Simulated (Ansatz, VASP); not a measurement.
**Two plane-wave programs on Te**

Contents of POSCAR:

```
Te
1.0
    4.7234366337      0.0000000000      0.0000000000
   -2.3617183169      4.0906161180      0.0000000000
    0.0000000000      0.0000000000      6.2842563789
Te
3
Direct
    0.2345109535      0.0000000000      0.3333333333
    0.0000000000      0.2345109535      0.6666666667
    0.7654890465      0.7654890465      0.0000000000
```

File INCAR.step1:

```
PREC = Accurate
ENCUT = 520
ISMEAR = -1
SIGMA = 0.02
LREAL = F
LASPH = T
NELM = 60
NBANDS = 16
GGA = PE
ALGO = Normal
EDIFF = 1E-4
LWAVE = T
LCHARG = F
```

The input INCAR.step2:

```
PREC = Accurate
ENCUT = 520
EDIFF = 1E-6
ISMEAR = -1
SIGMA = 0.02
LREAL = F
LASPH = T
NELM = 60
ALGO = Normal
ISIF = 2
LWAVE = F
LCHARG = F
METAGGA = R2SCAN
LMIXTAU = T
NBANDS = 16
ISTART = 1
```

KPOINTS

```
Automatic mesh
0
Gamma
  6 6 4
```

Input for Ansatz:

```yaml
crystal:
  lattice:
    - [4.7234366337, 0.0, 0.0]
    - [-2.3617183169, 4.090616118, 0.0]
    - [0.0, 0.0, 6.2842563789]
  atoms:
    - { symbol: Te, position: [0.2345109535, 0.0, 0.3333333333] }
    - { symbol: Te, position: [0.0, 0.2345109535, 0.6666666667] }
    - { symbol: Te, position: [0.7654890465, 0.7654890465, 0.0] }
kpoints:
  mp_grid: { grid: [6, 6, 4] }
  band_path:
    path:
      - [0.0, 0.0, 0.0]
      - [0.5, 0.0, 0.0]
      - [0.3333333333, 0.3333333333, 0.0]
      - [0.0, 0.0, 0.5]
      - [0.5, 0.0, 0.5]
      - [0.3333333333, 0.3333333333, 0.5]
      - [0.333333, 0.333333, 0.447917]
    npoints: 1
hamiltonian:
  xc: r2scan
scf:
  occupations: { method: fermi_dirac, width: 0.02 }
  n_extra_bands: 4
output:
  forces: true
  stress: true
  eigenvalues: true
  write_density: true
  write_potential: true
  elf: true
  volumetric_format: npy
```

Change from the starting cell: hydrostatic strain +5.6%.

Alike in both runs: task single point; functional r2SCAN; k mesh 6 × 6 × 4; occupations fermi-dirac, width 0.02 eV; no spin polarisation.

|  | VASP | Ansatz |
| --- | --- | --- |
| version | VASP 6.6.1 | Ansatz 0.2.0 |
| potentials or method | VASP PAW PBE potentials, release 64 (Te) | plane waves, PAW |
| plane-wave cutoff (eV) | 520 | 500 |
| valence electrons in the cell | 18 | 48 |

|  | VASP | Ansatz | Ansatz less VASP |
| --- | --- | --- | --- |
| pressure (GPa) | -2.0 | -2.1 | -0.03 |
| traceless stress, the component that is largest in VASP (GPa) | -1.85 | -1.89 | -0.035 |
| rms of the force components (eV/Å) | 0.002 | 0.017 | +0.0145 |

VASP's potentials were made for PBE, not for r2SCAN. Atom by atom the forces differ by 0.015 eV/Å (rms over components). VASP's potentials hold 18 valence electrons a cell and Ansatz's 48, so a difference there can come from the potentials and not from the codes.

Neither program's run includes spin-orbit coupling.
